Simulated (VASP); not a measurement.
LiH:

```
Li H
1.0
     0.00000    1.99517    1.99517
     1.99517    0.00000    1.99517
     1.99517    1.99517    0.00000
Li H
1 1
Direct
  0.00000 0.00000 0.00000
  0.50000 0.50000 0.50000
```

This cell differs from its parent crystal: volume scaled by 0.94.

Base run:

| Quantity | Value |
| --- | --- |
| Program | VASP 6.6.1 |
| Functional | PBEsol |
| Potentials or basis | VASP PAW PBE potentials, release 64 (Li_sv, H) |
| Cutoff | 520 eV |
| k mesh | 11 × 11 × 11 |
| Occupations | fermi-dirac, width 0.05 eV |
| Spin | no spin polarisation |

Its results: band gap on the k mesh 2.94 eV, direct.

Q: The run is repeated on the same cell with these changes: functional from PBEsol to PBE; further incar settings from ALGO = Normal; EDIFF = 1e-07; NBANDS = 9 to ALGO = Normal; EDIFF = 1e-06; NBANDS = 9. What comes out?

A: Band gap on the k mesh 3.17 eV, direct.

A k mesh can miss the band edges.
